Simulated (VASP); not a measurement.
A run of VASP 6.6.1 is set up as follows.

The input INCAR:

```
SYSTEM = BP
PREC = Accurate
ENCUT = 520
EDIFF = 1E-7
ISMEAR = 0
SIGMA = 0.05
LREAL = .FALSE.
LASPH = .TRUE.
NELM = 80
ALGO = Normal
ISIF = 2
LWAVE = .FALSE.
LCHARG = .TRUE.
GGA = PE
LELF = .TRUE.
LVHAR = .TRUE.
NBANDS = 11
```

File KPOINTS:

```
regular mesh
0
G
  12 12 12
  0 0 0
```

File POSCAR:

```
BP
1.0
    0.0000000000      2.4862975961      2.2037737955
    2.2037737955      0.0000000000      2.2037737955
    2.2037737955      2.4862975961      0.0000000000
B P
1 1
Direct
    0.0000000000      0.0000000000      0.0000000000
    0.7500000000      0.7500000000      0.7500000000
```

Potentials or basis: VASP PAW PBE potentials, release 64 (B, P).

Command:

```bash
$ cat potpaw_PBE.64/B/POTCAR potpaw_PBE.64/P/POTCAR > POTCAR
$ mpirun -np 1 vasp_std > vasp.out
```

(1) What does it give for the band gap on the k mesh?

(2) Estimate the pressure.

Results:

(1) 0.38 eV (least direct gap 2.77 eV).

(2) -4.3 GPa.

Caveat: the cell stands under tension.
